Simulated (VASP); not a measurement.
A run of VASP 6.6.1:

The input INCAR:

```
PREC = Accurate ; ENCUT = 520
EDIFF = 1E-6 ; ISMEAR = 0
SIGMA = 0.1 ; LREAL = F
LASPH = T ; NELM = 100
ALGO = Normal ; ISIF = 2
LWAVE = F ; LCHARG = T
GGA = PE ; LELF = T
LVHAR = T ; NBANDS = 26
```

File KPOINTS:

```
Automatic mesh
0
Gamma
  6 6 4
```

File POSCAR:

```
Nb2SiB2
1.0
    4.0587560979      0.0000000000      0.0000000000
   -2.0293780490      3.5149858886      0.0000000000
    0.0000000000      0.0000000000      4.6272450257
Nb Si B
2 1 2
Direct
    0.3333333333      0.6666666667      0.2419872530
    0.6666666667      0.3333333333      0.7580127470
    0.0000000000      0.0000000000      0.5000000000
    0.3333333333      0.6666666667      0.7486413138
    0.6666666667      0.3333333333      0.2513586862
```

Potentials or basis: VASP PAW PBE potentials, release 64 (Nb_sv, Si, B).

The run is started by

```console
$ cat potpaw_PBE.64/Nb_sv/POTCAR potpaw_PBE.64/Si/POTCAR potpaw_PBE.64/B/POTCAR > POTCAR
$ mpirun -np 1 vasp_std > vasp.out
```

Hardware: 1 thread of Intel Xeon 8259CL (shared host).

Task: Estimate the wall time of this run.

Result: It took 67 s on 1 thread of Intel Xeon 8259CL, with other jobs on the host, peak memory 0.16 GiB. Counts: scf iterations 14, k points 24.
